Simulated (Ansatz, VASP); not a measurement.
## BiTe: VASP beside Ansatz

File INCAR:

```
PREC     = Accurate       # precision mode
ENCUT    = 520            # plane-wave cutoff, eV
EDIFF    = 1E-7           # SCF threshold, eV
ISMEAR   = 0              # smearing method
SIGMA    = 0.15           # smearing width, eV
LREAL    = False          # projectors in reciprocal space
LASPH    = True           # aspherical terms in the spheres
NELM     = 100            # most SCF steps
ALGO     = Normal         # electronic algorithm
ISIF     = 2              # what is computed and relaxed
LWAVE    = False          # write WAVECAR
LCHARG   = True           # write CHGCAR
GGA      = PE             # functional
LELF     = True           # ELF
LVHAR    = True         
NBANDS   = 18             # bands
```

File KPOINTS:

```
regular mesh
0
Gamma
  12 12 12
```

File POSCAR:

```
BiTe
1.0
    2.6097828348      1.5067588222      2.8587555455
   -2.6097828348      1.5067588222      2.8587555455
    0.0000000000     -3.0135176444      2.8587555455
Bi Te
1 1
Direct
    0.5000000000      0.5000000000      0.5000000000
    0.0000000000      0.0000000000      0.0000000000
```

Input for Ansatz:

```yaml
crystal:
  lattice:
    - [2.6097828348, 1.5067588222, 2.8587555455]
    - [-2.6097828348, 1.5067588222, 2.8587555455]
    - [0.0, -3.0135176444, 2.8587555455]
  atoms:
    - { symbol: Bi, position: [0.5, 0.5, 0.5] }
    - { symbol: Te, position: [0.0, 0.0, 0.0] }
basis:
  ecutwfc: 420
kpoints:
  mp_grid: { grid: [12, 12, 12] }
hamiltonian:
  xc: pbe
scf:
  occupations: { method: gaussian, width: 0.15 }
output:
  forces: true
  stress: true
  eigenvalues: true
```

Alike in both runs: task single point; functional PBE; k mesh 12 × 12 × 12; occupations gaussian, width 0.15 eV; no spin polarisation.

|  | VASP | Ansatz |
| --- | --- | --- |
| version | VASP 6.6.1 | Ansatz 0.2.0 |
| potentials or method | VASP PAW PBE potentials, release 64 (Bi_d, Te), cutoff 520 eV | scalar-relativistic, plane waves, PAW |
| valence electrons in the cell | 21 | 31 |

```tsv
	VASP	Ansatz	Ansatz less VASP
gap on the k mesh at the Fermi level (eV)	none	none	-
pressure (GPa)	-2.6	-2.5	+0.06
traceless stress, the component that is largest in VASP (GPa)	3.27	3.27	-0.003
```

A gap of «none» marks a metal or a gap that the smearing closes. With one functional, cell and mesh, what is left measures potentials, basis and numerics. VASP's potentials hold 21 valence electrons a cell and Ansatz's 31, so a difference there can come from the potentials and not from the codes.

Neither program's run includes spin-orbit coupling.
